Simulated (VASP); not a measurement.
# Tl3Cu in VASP: further runs

Tl3Cu is run at these levels: PBE+D3(BJ), PBE; tasks: single point, relaxation of the atoms.

Program: VASP 6.6.1. These are calculated values, not measurements. Logs are shortened: lines on timing, memory, paths and dates and some standing lists are left out, and cuts for length are marked.

## (1) The cell of the first run

The structure is cubic, space group Pm-3m (No. 221). The conventional cell has a = 4.717 Å, b = 4.717 Å, c = 4.717 Å, α = 90.00°, β = 90.00°, γ = 90.00°. Tl (site symmetry 4/mmm) has 8 Tl at 3.34 Å and 4 Cu at 3.34 Å within 4.4 Å. Within 4.4 Å of Cu (site symmetry m-3m) lie 12 Tl at 3.34 Å.

## (2) Single point, PBE+D3(BJ)

INCAR

```
SYSTEM = Tl3Cu
ALGO     = Normal         ! electronic algorithm
EDIFF    = 1E-6           ! SCF threshold, eV
ENCUT    = 520            ! plane-wave cutoff, eV
GGA      = PE             ! functional
ISIF     = 2              ! what is computed and relaxed
ISMEAR   = -1             ! smearing method
IVDW     = 12             ! dispersion correction
LASPH    = .True.         ! aspherical terms in the spheres
LCHARG   = .False.        ! write CHGCAR
LREAL    = .False.        ! projectors in reciprocal space
LWAVE    = .False.        ! write WAVECAR
NBANDS   = 33             ! bands
NELM     = 60             ! most SCF steps
PREC     = Accurate       ! precision mode
SIGMA    = 0.05           ! smearing width, eV
```

KPOINTS

```
k-points
0
Gamma
  6 6 6
  0 0 0
```

POSCAR

```
Tl3Cu
1.0
    4.7169980000      0.0000000000      0.0000000000
    0.0000000000      4.7169980000      0.0000000000
    0.0000000000      0.0000000000      4.7169980000
Tl Cu
3 1
Direct
    0.5000000000      0.5000000000      0.0000000000
    0.5000000000      0.0000000000      0.5000000000
    0.0000000000      0.5000000000      0.5000000000
    0.0000000000      0.0000000000      0.0000000000
```

Potentials or basis: VASP PAW PBE potentials, release 64 (Tl_d, Cu).

Command:

```sh
> cat potpaw_PBE.64/Tl_d/POTCAR potpaw_PBE.64/Cu/POTCAR > POTCAR
> mpirun -np 1 vasp_std > vasp.out
```

OUTCAR:

```text
SYSTEM = Tl3Cu
   EDIFF = 1E-6
   ENCUT = 520
   GGA = PE
   ISIF = 2
   ISMEAR = -1
   IVDW = 12
   LASPH = .True.
   LREAL = .False.
   NELM = 60
   PREC = Accurate
 IVDW          = 12

 ion  position               nearest neighbor table
   1  0.500  0.500  0.000-   2 3.34   3 3.34   4 3.34   2 3.34   3 3.34   2 3.34   4 3.34   2 3.34
                             3 3.34   4 3.34   3 3.34   4 3.34
   2  0.500  0.000  0.500-   1 3.34   3 3.34   4 3.34   1 3.34   4 3.34   1 3.34   3 3.34   1 3.34
                             3 3.34   4 3.34   4 3.34   3 3.34
   3  0.000  0.500  0.500-   1 3.34   2 3.34   4 3.34   1 3.34   4 3.34   2 3.34   4 3.34   4 3.34
                             1 3.34   2 3.34   1 3.34   2 3.34
   4  0.000  0.000  0.000-   1 3.34   2 3.34   3 3.34   2 3.34   3 3.34   1 3.34   3 3.34   3 3.34
                             1 3.34   2 3.34   2 3.34   1 3.34

  LATTYP: Found a simple cubic cell.
 ALAT       =     4.7169980000

  Lattice vectors:

 A1 = (   4.7169980000,   0.0000000000,   0.0000000000)
 A2 = (   0.0000000000,   4.7169980000,   0.0000000000)
 A3 = (   0.0000000000,   0.0000000000,   4.7169980000)

Analysis of symmetry for initial positions (statically):
=====================================================================
 Subroutine PRICEL returns:
 Original cell was already a primitive cell.

 Routine SETGRP: Setting up the symmetry group for a
 simple cubic supercell.

 Subroutine GETGRP returns: Found 48 space group operations
 (whereof 48 operations were pure point group operations)
 out of a pool of 48 trial point group operations.

The static configuration has the point symmetry O_h .

Analysis of symmetry for dynamics (positions and initial velocities):
=====================================================================
 Subroutine PRICEL returns:
 Original cell was already a primitive cell.

 Routine SETGRP: Setting up the symmetry group for a
 simple cubic supercell.

 Subroutine GETGRP returns: Found 48 space group operations
 (whereof 48 operations were pure point group operations)
 out of a pool of 48 trial point group operations.

The dynamic configuration has the point symmetry O_h .

 Subroutine INISYM returns: Found 48 space group operations
 (whereof 48 operations are pure point group operations),
 and found     1 'primitive' translations

----------------------------------------------------------------------------------------

                                     Primitive cell

  volume of cell :     104.9535
[... 88 lines left out ...]
   EDIFF  = 0.1E-05   stopping-criterion for ELM
   LREAL  =      F    real-space projection
   EDIFFG = 0.1E-04   stopping-criterion for IOM
   NSW    =      0    number of steps for IOM
   IBRION =     -1    ionic relax: 0-MD 1-quasi-New 2-CG
   NFREE  =      0    steps in history (QN), initial steepest desc. (CG)
   ISIF   =      2    stress and relaxation
   ISYM   =      2    0-nonsym 1-usesym 2-fastsym
   POTIM  = 0.5000    time-step for ionic-motion
   TEBEG  =    0.0;   TEEND  =   0.0 temperature during run
   PSTRESS=    0.0 pullay stress
   NELECT =      50.0000    total number of electrons
   NUPDOWN=      -1.0000    fix difference up-down
   EMIN   =  10.00;   EMAX   =-10.00  energy-range for DOS
   EFERMI =   0.00;   METHOD = LEGACY
   ISMEAR =    -1;   SIGMA  =   0.05  broadening in eV -4-tet -1-fermi 0-gaus
   EFERMI_NEDOS =   21; number of points for ismear=-14 and -15
   IALGO  =     38    algorithm
   IMIX   =      4    mixing-type and parameters
     AMIX     =   0.40;   BMIX     =  1.00
     AMIX_MAG =   1.60;   BMIX_MAG =  1.00
  volume/ion in A,a.u.               =      26.24       177.07
  Fermi-wavevector in a.u.,A,eV,Ry     =   1.278593  2.416191 22.242821  1.634801
  Thomas-Fermi vector in A             =   2.411127
   LORBIT       =      0    0 simple, 1 ext, 2 COOP (PROOUT), +10 PAW based schemes
   GGA     = PE    functional components
   LHFCALC =     F    Hartree Fock is set to
   AEXX    =    0.0000 exact exchange contribution
   IVDW    =    12    specifies the selected vdW correction
   LEPSILON=     F    determine dielectric tensor
   LRPA    =     F    only Hartree local field effects (RPA)
 non-spin polarized calculation
  energy-cutoff  :      520.00
  volume of cell :      104.95
 maximum number of plane-waves:      2872
 NGX is ok and might be reduce to    36
   NGX = 17   NGY = 17   NGZ = 17

 number of electron      50.0000017 magnetization

 Free energy of the ion-electron system (eV)
  ---------------------------------------------------
  ext. energy  EPLUGINS =         0.00000000
  ---------------------------------------------------
  free energy    TOTEN  =        -9.27782144 eV

  energy without entropy =       -9.26136067  energy(sigma->0) =       -9.26959105

 E-fermi :   6.0413     XC(G=0): -10.1777

 val. band max:        6.0033437715   @ k =   0.5000   0.3333   0.1667
 cond. band min:       6.1382827135   @ k =   0.3333   0.1667   0.0000
 fundamental gap:      0.1349389420
 Fermi energy:         6.0413343131

 k-point     1 :       0.0000    0.0000    0.0000
  band No.  band energies     occupation
      1      -6.0266      2.00000
      2      -5.9638      2.00000
      3      -5.9638      2.00000
      4      -5.9638      2.00000
      5      -5.6937      2.00000
      6      -5.6937      2.00000
[... 709 lines left out ...]
     32      15.5162      0.00000
     33      15.5162      0.00000

------------------------ aborting loop because EDIFF is reached ----------------------------------------

 Edisp (eV)   -1.37343

 E8    (eV) :    -0.6913

  FORCE on cell =-STRESS in cart. coord.  units (eV):
  Direction    XX          YY          ZZ          XY          YZ          ZX
  --------------------------------------------------------------------------------------
  -------------------------------------------------------------------------------------
  Total      -1.40593    -1.40593    -1.40593     0.00000    -0.00000     0.00000
  in kB     -21.46228   -21.46228   -21.46228     0.00000    -0.00000     0.00000
  external pressure =      -21.46 kB  Pullay stress =        0.00 kB

 VOLUME and BASIS-vectors are now :
 -----------------------------------------------------------------------------
  energy-cutoff  :      520.00
  volume of cell :      104.95
      direct lattice vectors                 reciprocal lattice vectors
     4.716998000  0.000000000  0.000000000     0.211999242  0.000000000  0.000000000
     0.000000000  4.716998000  0.000000000     0.000000000  0.211999242  0.000000000
     0.000000000  0.000000000  4.716998000     0.000000000  0.000000000  0.211999242

 POSITION                                       TOTAL-FORCE (eV/Angst)
 -----------------------------------------------------------------------------------
      2.35850      2.35850      0.00000         0.000000      0.000000      0.000000
      2.35850      0.00000      2.35850         0.000000      0.000000      0.000000
      0.00000      2.35850      2.35850         0.000000      0.000000      0.000000
      0.00000      0.00000      0.00000         0.000000      0.000000      0.000000
 -----------------------------------------------------------------------------------
    total drift:                                0.000000      0.000000      0.000000

  FREE ENERGIE OF THE ION-ELECTRON SYSTEM (eV)
  ---------------------------------------------------
  free  energy   TOTEN  =       -10.6512502431 eV

  energy  without entropy=      -10.6347894796  energy(sigma->0) =      -10.64301986
```

It took 28 s on 1 thread of Intel Xeon Platinum 8559C (Emerald Rapids), shared host; peak memory 0.23 GiB.

Results:

```
Free energy                : -10.6513 eV
Pressure                   : -2.1 GPa
Band gap on the k mesh     : zero (band 25 reaches 7.36 eV, above the bottom of band 26 at 4.19 eV)
Dispersion energy per atom : -0.343 eV
```

Caveat: three body term missing; spin-orbit coupling is left out, which moves the levels of the heavy elements; pairwise dispersion overbinds metals, which lowers pressure and volume.

## (3) Relaxation of the atoms, PBE

This run uses another cell than the first one, of 25.72 Å³/atom, 0.980 times its volume.

INCAR

```
SYSTEM = Tl3Cu
  PREC = Accurate
  ENCUT = 520
  EDIFF = 1E-6
  ISMEAR = -1
  SIGMA = 0.05
  LREAL = .FALSE.
  LASPH = .TRUE.
  NELM = 60
  ALGO = Fast
  ISIF = 2
  LWAVE = .FALSE.
  LCHARG = .FALSE.
  GGA = PE
  IBRION = 2
  NSW = 60
  EDIFFG = -0.01
```

KPOINTS

```
regular mesh
0
G
  5 5 5
  0 0 0
```

Edit POSCAR of step 2 so:

```diff
@@ -2,4 +2,4 @@
 1.0
-    4.7169980000      0.0000000000      0.0000000000
-    0.0000000000      4.7169980000      0.0000000000
+    4.6698280200      0.0000000000      0.0000000000
+    0.0000000000      4.6698280200      0.0000000000
     0.0000000000      0.0000000000      4.7169980000
```

Potentials or basis: VASP PAW PBE potentials, release 64 (Tl_d, Cu).

Command:

```sh
> cat potpaw_PBE.64/Tl_d/POTCAR potpaw_PBE.64/Cu/POTCAR > POTCAR
> mpirun -np 1 vasp_std > vasp.out
```

Wall time 42 s (1 thread of Intel Xeon Platinum 8488C (Sapphire Rapids), shared host); peak memory 0.22 GiB.

Results (log left out):

```yaml
Free_energy: -9.2763 eV
Pressure_after_relaxing: 0.6 GPa
Band_gap_on_the_k_mesh: zero (band 25 reaches 7.19 eV, above the bottom of band 26 at 4.71 eV)
```

Stress tensor (GPa, compression positive):
```
0.72 0.00 0.00
0.00 0.72 0.00
0.00 0.00 0.44
```

Final structure:
```
Tl Cu
1.0
     4.66983    0.00000    0.00000
     0.00000    4.66983    0.00000
     0.00000    0.00000    4.71700
Tl Cu
3 1
Direct
  0.50000 0.50000 0.00000
  0.50000 0.00000 0.50000
  0.00000 0.50000 0.50000
  0.00000 0.00000 0.00000
```

Levels at points of the mesh, in eV from the Fermi level:
| k point | band 22 | band 23 | band 24 | band 25 | band 26 | band 27 | band 28 | band 29 |
| --- | --- | --- | --- | --- | --- | --- | --- | --- |
| (0.00, 0.00, 0.00) | -1.82 | -1.81 | -1.55 | -1.45 | -1.45 | 0.57 | 4.76 | 4.78 |

Caveat: the relaxation stopped at its first step, so nothing moved; spin-orbit coupling is left out, which moves the levels of the heavy elements.

## (4) Relaxation of the atoms, PBE

This run uses another cell than the first one, of 24.18 Å³/atom, 0.922 times its volume.

INCAR

```
PREC     = Accurate       # precision mode
ENCUT    = 520            # plane-wave cutoff, eV
EDIFF    = 1E-6           # SCF threshold, eV
ISMEAR   = -1             # smearing method
SIGMA    = 0.05           # smearing width, eV
LREAL    = False          # projectors in reciprocal space
LASPH    = True           # aspherical terms in the spheres
NELM     = 80             # most SCF steps
ALGO     = Fast           # electronic algorithm
ISIF     = 2              # what is computed and relaxed
LWAVE    = False          # write WAVECAR
LCHARG   = False          # write CHGCAR
GGA      = PE             # functional
IBRION   = 2              # ionic algorithm
NSW      = 60             # ionic steps
EDIFFG   = -0.01          # ionic threshold
```

KPOINTS

```
regular mesh
0
Gamma
  5 5 5
```

Edit POSCAR of step 3 so:

```diff
@@ -2,4 +2,4 @@
 1.0
-    4.6698280200      0.0000000000      0.0000000000
-    0.0000000000      4.6698280200      0.0000000000
+    4.5283180800      0.0000000000      0.0000000000
+    0.0000000000      4.5283180800      0.0000000000
     0.0000000000      0.0000000000      4.7169980000
```

Command:

```sh
> cat potpaw_PBE.64/Tl_d/POTCAR potpaw_PBE.64/Cu/POTCAR > POTCAR
> mpirun -np 1 vasp_std > vasp.out
```

It took 73 s on 1 thread of Oxide Virtual Turin-like, shared host; peak memory 0.19 GiB.

The run converged. Its results:

- Free energy: -9.1964 eV
- Pressure after relaxing: 3.4 GPa
- Band gap on the k mesh: zero (band 25 reaches 8.12 eV, above the bottom of band 26 at 5.28 eV)

Stress tensor (GPa, compression positive):
```
3.65 0.00 0.00
0.00 3.65 0.00
0.00 0.00 2.79
```

Final structure:
```
Tl Cu
1.0
     4.52832    0.00000    0.00000
     0.00000    4.52832    0.00000
     0.00000    0.00000    4.71700
Tl Cu
3 1
Direct
  0.50000 0.50000 0.00000
  0.50000 0.00000 0.50000
  0.00000 0.50000 0.50000
  0.00000 0.00000 0.00000
```

Levels at points of the mesh, in eV from the Fermi level:
```
           k point  band 23  band 24  band 25  band 26  band 27  band 28
(0.00, 0.00, 0.00)    -1.80    -1.74    -1.46    -1.46     0.78     4.90
```

Caveat: the relaxation stopped at its first step, so nothing moved; spin-orbit coupling is left out, which moves the levels of the heavy elements.

## (5) The runs side by side

| task | level | cell | k mesh | gap on the mesh (eV) | pressure (GPa) |
| --- | --- | --- | --- | --- | --- |
| single point | PBE+D3(BJ) | a = 4.717 Å, 4 atoms | 6 × 6 × 6 | none | -2.1 |
| relaxation of the atoms | PBE | atoms relaxed from a = 4.670, b = 4.670, c = 4.717 Å, 4 atoms | 5 × 5 × 5 | none | 0.6 |
| relaxation of the atoms | PBE | atoms relaxed from a = 4.528, b = 4.528, c = 4.717 Å, 4 atoms | 5 × 5 × 5 | none | 3.4 |

Alike in all rows: potentials or basis VASP PAW PBE potentials, release 64 (Tl_d, Cu); no spin polarisation; cutoff (eV) 520; smearing fermi-dirac 0.05 eV.

Caveats: spin-orbit coupling is left out, which moves the levels of the heavy elements; the relaxation stopped at its first step, so nothing moved (some runs); three body term missing (some runs); pairwise dispersion overbinds metals, which lowers pressure and volume (some runs).

Total energies depend on the potentials used, so only differences within one code and one set of settings carry meaning.
